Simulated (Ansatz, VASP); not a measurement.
## One calculation of TiAl, two programs

```
CELL_PARAMETERS angstrom
3.17906 0.00000 0.00000
0.00000 3.17906 0.00000
0.00000 0.00000 3.17906
ATOMIC_POSITIONS crystal
Ti 0.00000 0.00000 0.00000
Al 0.50000 0.50000 0.50000
```

Alike in both runs: functional HSE06; k mesh 4 × 4 × 4; occupations fermi-dirac, width 0.05 eV; no spin polarisation.

|  | VASP | Ansatz |
| --- | --- | --- |
| version | VASP 6.6.1 | Ansatz 0.2.0 |
| potentials or method | VASP PAW PBE potentials, release 64 (Ti_sv, Al) | Ansatz PAW |
| plane-wave cutoff (eV) | 520 | 420 |
| valence electrons in the cell | 15 | 15 |
| task | single point | band structure |

|  | VASP | Ansatz | Ansatz less VASP |
| --- | --- | --- | --- |
| gap on the k mesh at the Fermi level (eV) | none | none | - |
| pressure (GPa) | -1.1 | -1.1 | +0.03 |

A gap of «none» marks a metal or a gap that the smearing closes. With one functional, cell and mesh, what is left measures potentials, basis and numerics.

The k mesh is coarse, so the values compare programs but aren't converged.
